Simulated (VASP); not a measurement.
Set up this calculation in VASP 6.6.1, as the native input.

| Property | Result |
| --- | --- |
| Task | single point |
| Functional | PBE |
| Potentials or basis | VASP PAW PBE potentials, release 64 (Cs_sv, C) |
| Cutoff | 520 eV |
| k mesh | 6 × 6 × 4 |
| Occupations | gaussian, width 0.1 eV |
| Spin | collinear spin |
| Starting moments | [0.24, 2.38] μB |
| Dipole correction | no |
| Further INCAR settings | ALGO = Normal; EDIFF = 1e-06; NBANDS = 18 |

The structure of CsC lies in POSCAR:

```
CsC
1.0
    4.5908383110      0.0000000000      0.0000000000
   -2.2954191555      3.9757826020      0.0000000000
    0.0000000000      0.0000000000      4.2459633104
Cs C
1 1
Direct
    0.0000000000      0.0000000000      0.0000000000
    0.6666666667      0.3333333333      0.5000000000
```

These files were run (other wordings do the same):

INCAR

```
SYSTEM = CsC
ALGO = Normal
EDIFF = 1E-6
ENCUT = 520
GGA = PE
ISIF = 2
ISMEAR = 0
ISPIN = 2
LASPH = .TRUE.
LCHARG = .FALSE.
LORBIT = 11
LREAL = .FALSE.
LWAVE = .FALSE.
MAGMOM = 0.24 2.38
NBANDS = 18
NELM = 150
PREC = Accurate
SIGMA = 0.1
```

KPOINTS

```
k-points
0
G
  6 6 4
  0 0 0
```

Potentials or basis: VASP PAW PBE potentials, release 64 (Cs_sv, C).

Command:

```console
$ cat potpaw_PBE.64/Cs_sv/POTCAR potpaw_PBE.64/C/POTCAR > POTCAR
$ mpirun -np 1 vasp_std > vasp.out
```

Results of the run:

```yaml
Pressure: 0.1 GPa
Band_gap_on_the_k_mesh: 0.68 eV (least direct gap 1.01 eV)
Net_moment: 3.00 μB per cell
Site_moments: Cs +0.09; C +1.19 μB
Valence_electrons_inside_the_program's_atomic_spheres: Cs 6.57; C 2.11
```

Caveat: spin-orbit coupling is left out, which moves the levels of the heavy elements.

Wall time 81 s on 1 thread of Oxide Virtual Turin-like Processor (shared host), peak memory 0.21 GiB.
